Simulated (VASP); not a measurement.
Runs of VASP 6.6.1 on PdPt2. The structure is that of space group P4/mmm (No. 123), or close to it. The cells are those of the table. 

```tsv
task	potentials or basis	cell	k mesh	cutoff (eV)	second run	gap on the mesh (eV)	pressure (GPa)	relaxed volume (Å³/atom)
single point	VASP PAW PBE potentials, release 64 (Pd, Pt)	a = 5.161, b = 5.161, c = 2.518 Å, 3 atoms	10 × 10 × 18	520	-	none	-0.3	-
single point	VASP PAW PBE potentials, release 64 (Pd, Pt)	a = 4.010, b = 4.010, c = 3.493 Å, 3 atoms	4 × 4 × 6	520	-	none	111.0	-
single point	VASP PAW PBE potentials, release 64 (Pd_sv_GW, Pt_sv_GW)	a = 4.010, b = 4.010, c = 3.493 Å, 3 atoms	4 × 4 × 6	540	valence_matched	none	124.1	-
relaxation of cell and atoms	VASP PAW PBE potentials, release 64 (Pd, Pt)	relaxed from a = 5.163, b = 5.163, c = 2.520 Å, 3 atoms	10 × 10 × 18	600	-	none	0.0	22.29
relaxation of cell and atoms	VASP PAW PBE potentials, release 64 (Pd, Pt)	relaxed from a = 4.010, b = 4.010, c = 3.493 Å, 3 atoms	4 × 4 × 6	600	-	none	0.1	(b)
single point	VASP PAW PBE potentials, release 64 (Pd, Pt)	a = 5.163, b = 5.163, c = 2.520 Å, 3 atoms	4 × 4 × 6	520	-	none	(a)	-
```

Alike in all rows: level PBE; no spin polarisation; smearing gaussian 0.1 eV.

Question: Fill in the values left out.

Answer: (a) -0.4; (b) 22.26.

Caveats: some runs use coarse meshes; spin-orbit coupling is left out, which moves the levels of the heavy elements; the volume moved by over 15 % at a fixed basis, so the end points are rough (some runs).

A k mesh can miss the band edges, and the runs leave out spin-orbit coupling on Pd, Pt.

A gap of «none» marks levels without a gap at the run's occupations.

The runs don't all hold the same shells in valence.
